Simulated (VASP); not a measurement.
Set up this calculation in VASP 6.6.1, as the native input.

- Task: single point
- Functional: PBE
- Potentials or basis: VASP PAW PBE potentials, release 64 (Ti_sv, Te, Se)
- Cutoff: 520 eV
- k mesh: 4 × 4 × 2
- Occupations: gaussian, width 0.1 eV
- Spin: collinear spin, ferromagnetic start
- Starting moments: [1.0, 0.0, 0.0, 0.0, 0.0] μB
- Dipole correction: no
- Further INCAR settings: ALGO = Normal; EDIFF = 1e-06; NBANDS = 30

The structure of TiTe3Se lies in POSCAR:

```
TiTe3Se
1.0
    4.9921415031      0.0000000000      0.0000000000
    0.0000000000      4.9921415031      0.0000000000
    0.0000000000      0.0000000000      8.5770107644
Ti Te Se
1 3 1
Direct
    0.5000000000      0.5000000000      0.4399460175
    0.5000000000      0.0000000000      0.5644041564
    0.0000000000      0.5000000000      0.5644041564
    0.5000000000      0.5000000000      0.8854784502
    0.5000000000      0.5000000000      0.1743959396
```

One way to write it, as run:

INCAR

```
  PREC = Accurate
  ENCUT = 520
  EDIFF = 1E-6
  ISMEAR = 0
  SIGMA = 0.1
  LREAL = False
  LASPH = True
  NELM = 150
  ALGO = Normal
  ISIF = 2
  LWAVE = False
  LCHARG = False
  ISPIN = 2
  MAGMOM = 1 0 0 0 0
  LORBIT = 11
  LMAXMIX = 4
  GGA = PE
  NBANDS = 30
```

KPOINTS

```
Automatic mesh
0
Gamma
  4 4 2
```

Potentials or basis: VASP PAW PBE potentials, release 64 (Ti_sv, Te, Se).

Command:

```bash
$ cat potpaw_PBE.64/Ti_sv/POTCAR potpaw_PBE.64/Te/POTCAR potpaw_PBE.64/Se/POTCAR > POTCAR
$ mpirun -np 1 vasp_std > vasp.out
```

Results of the run:

| Quantity | Value |
| --- | --- |
| Pressure | 0.1 GPa |
| Largest force | 0.023 eV/Å |
| Band gap on the k mesh | zero (filled and empty bands overlap) |
| Net moment | 0.00 μB per cell |
| Valence electrons inside the program's atomic spheres | Ti 10.27; Te 3.35, 3.28; Se 3.84 |

Caveat: the k points lie up to 0.37 Å⁻¹ apart; spin-orbit coupling is left out, which moves the levels of the heavy elements.

It took 3.1 min on 1 thread of AMD EPYC 7R13 (shared host), peak memory 0.46 GiB.
